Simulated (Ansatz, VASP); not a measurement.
**Two plane-wave programs on In**

INCAR

```
PREC = Accurate ; ENCUT = 520
EDIFF = 1E-7 ; ISMEAR = 0
SIGMA = 0.15 ; LREAL = F
LASPH = T ; NELM = 80
ALGO = Fast ; ISIF = 2
LWAVE = F ; LCHARG = F
GGA = PS ; NBANDS = 12
```

KPOINTS

```
regular mesh
0
Gamma
  20 20 20
```

File POSCAR:

```
In
1.0
   -1.6261500000      1.6261500000      2.4368407500
    1.6261500000     -1.6261500000      2.4368407500
    1.6261500000      1.6261500000     -2.4368407500
In
1
Direct
    0.0000000000      0.0000000000      0.0000000000
```

Input for Ansatz:

```yaml
crystal:
  lattice:
    - [-1.62615, 1.62615, 2.43684075]
    - [1.62615, -1.62615, 2.43684075]
    - [1.62615, 1.62615, -2.43684075]
  atoms:
    - { symbol: In, position: [0.0, 0.0, 0.0] }
basis:
  ecutwfc: 420
kpoints:
  mp_grid: { grid: [20, 20, 20] }
hamiltonian:
  xc: pbesol
scf:
  occupations: { method: gaussian, width: 0.15 }
output:
  forces: true
  stress: true
  eigenvalues: true
```

Change from the starting cell: strain +0.000 along x and y, -0.015 along z, atoms carried along.

Alike in both runs: task single point; functional PBEsol; k mesh 20 × 20 × 20; occupations gaussian, width 0.15 eV; no spin polarisation.

|  | VASP | Ansatz |
| --- | --- | --- |
| version | VASP 6.6.1 | Ansatz 0.2.0 |
| potentials or method | VASP PAW PBE potentials, release 64 (In_d), cutoff 520 eV | scalar-relativistic, plane waves, PAW |
| valence electrons in the cell | 13 | 13 |

```tsv
	VASP	Ansatz	Ansatz less VASP
gap on the k mesh at the Fermi level (eV)	none	none	-
pressure (GPa)	-0.3	-0.3	+0.04
traceless stress, the component that is largest in VASP (GPa)	-0.05	-0.05	+0.003
```

VASP's potentials were made for PBE, not for PBEsol. A gap of «none» marks a metal or a gap that the smearing closes. The functional is the same, so the differences come from potentials, cutoffs and numerics.
